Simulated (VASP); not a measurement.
Here is a VASP 6.6.1 calculation.

File INCAR:

```
  PREC = Accurate
  ENCUT = 520
  EDIFF = 1E-6
  ISMEAR = 0
  SIGMA = 0.1
  LREAL = Auto
  LASPH = T
  NELM = 100
  ALGO = Normal
  ISIF = 2
  LWAVE = F
  LCHARG = F
  GGA = PE
  IVDW = 12
  NBANDS = 46
```

KPOINTS

```
Automatic mesh
0
Gamma
  4 4 2
```

The input POSCAR:

```
H4CO
1.0
    4.6411000000      0.0000000000      0.0000000000
    0.0000000000      4.8728000000      0.0000000000
    0.0000000000      0.0000000000      8.8671000000
H C O
16 4 4
Direct
    0.5967000000      0.2440000000      0.4816000000
    0.9033000000      0.7560000000      0.9816000000
    0.4033000000      0.7440000000      0.0184000000
    0.0967000000      0.2560000000      0.5184000000
    0.9374000000      0.9004000000      0.2897000000
    0.5626000000      0.0996000000      0.7897000000
    0.0626000000      0.4004000000      0.2103000000
    0.4374000000      0.5996000000      0.7103000000
    0.7283000000      0.7789000000      0.4382000000
    0.7717000000      0.2211000000      0.9382000000
    0.2717000000      0.2789000000      0.0618000000
    0.2283000000      0.7211000000      0.5618000000
    0.5672000000      0.9337000000      0.2775000000
    0.9328000000      0.0663000000      0.7775000000
    0.4328000000      0.4337000000      0.2225000000
    0.0672000000      0.5663000000      0.7225000000
    0.7426000000      0.9347000000      0.3555000000
    0.7574000000      0.0653000000      0.8555000000
    0.2574000000      0.4347000000      0.1445000000
    0.2426000000      0.5653000000      0.6445000000
    0.7750000000      0.1950000000      0.4221000000
    0.7250000000      0.8050000000      0.9221000000
    0.2250000000      0.6950000000      0.0779000000
    0.2750000000      0.3050000000      0.5779000000
```

Potentials or basis: VASP PAW PBE potentials, release 64 (H, C, O).

The run is started by

```console
$ cat potpaw_PBE.64/H/POTCAR potpaw_PBE.64/C/POTCAR potpaw_PBE.64/O/POTCAR > POTCAR
$ mpirun -np 1 vasp_std > vasp.out
```

Task: What does it give for the dispersion energy per atom?

Result: -0.045 eV.

Task: Estimate the pressure.

Result: 4.0 GPa.

Task: What does it give for the band gap on the k mesh?

Result: 5.65 eV (least direct gap 5.73 eV).

Task: Predict the largest force.

Result: 1.577 eV/Å.

Forces in eV/Å, atoms in the order of the input:
```
H    0.229 -0.223 -0.241
H   -0.229  0.223 -0.241
H   -0.229 -0.223  0.241
H    0.229  0.223  0.241
H    0.270 -0.202 -0.201
H   -0.270  0.202 -0.201
H   -0.270 -0.202  0.201
H    0.270  0.202  0.201
H   -0.326 -1.179  0.895
H    0.326  1.179  0.895
H    0.326 -1.179 -0.895
H   -0.326  1.179 -0.895
H   -1.002 -0.220 -0.546
H    1.002  0.220 -0.546
H    1.002 -0.220  0.546
H   -1.002  0.220  0.546
C    0.988  0.563 -0.619
C   -0.988 -0.563 -0.619
C   -0.988  0.563  0.619
C    0.988 -0.563  0.619
O   -0.172  1.287  0.895
O    0.172 -1.287  0.895
O    0.172  1.287 -0.895
O   -0.172 -1.287 -0.895
```

Caveat: the stress differs along the axes, from 1 to 7 GPa; forces of over 1 eV/Å act on the atoms, so gaps and moduli don't describe the material at rest. A k mesh can miss the band edges.
